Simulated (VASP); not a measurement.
Here is a VASP 6.6.1 calculation.

Contents of INCAR:

```
SYSTEM = C
ALGO     = Normal         ! electronic algorithm
EDIFF    = 1E-6           ! SCF threshold, eV
ENCUT    = 520            ! plane-wave cutoff, eV
GGA      = PE             ! functional
ISIF     = 2              ! what is computed and relaxed
ISMEAR   = 0              ! smearing method
LASPH    = .TRUE.         ! aspherical terms in the spheres
LCHARG   = .FALSE.        ! write CHGCAR
LREAL    = .FALSE.        ! projectors in reciprocal space
LWAVE    = .FALSE.        ! write WAVECAR
NBANDS   = 11             ! bands
NELM     = 60             ! most SCF steps
PREC     = Accurate       ! precision mode
SIGMA    = 0.05           ! smearing width, eV
```

Contents of KPOINTS:

```
k-points
0
G
  12 12 12
  0 0 0
```

POSCAR

```
C
1.0
    0.0000000000      1.8147946836      1.7293178540
    1.8147946836      0.0000000000      1.7293178540
    1.8147946836      1.8147946836      0.0000000000
C
2
Direct
    0.5000000000      0.5000000000      0.5000000000
    0.7500000000      0.7500000000      0.7500000000
```

Potentials or basis: VASP PAW PBE potentials, release 64 (C).

Launch:

```console
$ cat potpaw_PBE.64/C/POTCAR > POTCAR
$ mpirun -np 1 vasp_std > vasp.out
```

Q: Estimate the pressure.

A: 0.7 GPa.

Q: Estimate the band gap on the k mesh.

A: 2.95 eV, indirect (least direct gap 4.75 eV).

Stress tensor (GPa, compression positive):
```
-13.47   0.00   0.00
  0.00 -13.47   0.00
  0.00   0.00  28.96
```

 A k mesh can miss the band edges.
